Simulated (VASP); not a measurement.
Write the native input for VASP 6.6.1 that does the following.

```yaml
Task: single point
Functional: PBE
Dispersion: D3(BJ)
Potentials_or_basis: VASP PAW PBE potentials, release 64 (Ge_d, S, Sb, Si)
Cutoff: 520 eV
k_mesh: 1 × 1 × 1, shifted
Occupations: fermi-dirac, width 0.0655 eV
Spin: no spin polarisation
Dipole_correction: no
Further_INCAR_settings: ALGO = Normal; EDIFF = 1e-06; NBANDS = 50; ISYM = 0
```

The structure of Si8GeSb3S2 lies in POSCAR:

```
Si8GeSb3S2
1.0
    6.9844320000     -0.0408370000     -0.0068710000
   -0.0408370000      6.8442120000     -0.2202700000
   -0.0068710000     -0.2202700000      7.0988770000
Ge S Sb Si
1 2 3 8
Direct
    0.4772653234      0.4937020928      0.8024865130
    0.6404375358      0.5147082960      0.5334414503
    0.2837962559      0.6218997006      0.2129432319
    0.0470615427      0.2277607286      0.5911919893
    0.1020198536      0.3217379134     -0.0027770324
    0.9339007871      1.0035469710      0.2092410002
    0.1874958336      0.7200452995      0.5245830660
    0.5255807014      0.7669132810      0.0792070708
    0.8425786723      0.7082738741      0.6733607082
    0.5286766896      0.0757444342      0.2979497692
    0.3545465716      1.0116974591      0.5700380058
    0.7077878030      0.0159675638      0.5694532227
    0.4214200175      1.0761877480      0.9495236292
    0.8382991807      0.6373691257     -0.0134798432
```

The input as run:

INCAR

```
PREC = Accurate ; ENCUT = 520
EDIFF = 1E-6 ; ISMEAR = -1
SIGMA = 0.0655 ; LREAL = False
LASPH = True ; NELM = 100
ALGO = Normal ; ISIF = 2
LWAVE = False ; LCHARG = False
GGA = PE ; IVDW = 12
ISYM = 0 ; NBANDS = 50
```

KPOINTS

```
Automatic mesh
0
Gamma
  1 1 1
  0.25 0.25 0.25
```

Potentials or basis: VASP PAW PBE potentials, release 64 (Ge_d, S, Sb, Si).

Run with:

```sh
$ cat potpaw_PBE.64/Ge_d/POTCAR potpaw_PBE.64/S/POTCAR potpaw_PBE.64/Sb/POTCAR potpaw_PBE.64/Si/POTCAR > POTCAR
$ mpirun -np 1 vasp_std > vasp.out
```

Results of the run:

The pressure is -1.6 GPa. The largest force is 1.735 eV/Å. The dispersion energy per atom is -0.330 eV.

Caveat: the k points lie up to 0.92 Å⁻¹ apart.

Wall time 45 s on 1 thread of Intel(R) Xeon(R) Platinum 8488C (Sapphire Rapids) (shared host), peak memory 0.37 GiB.
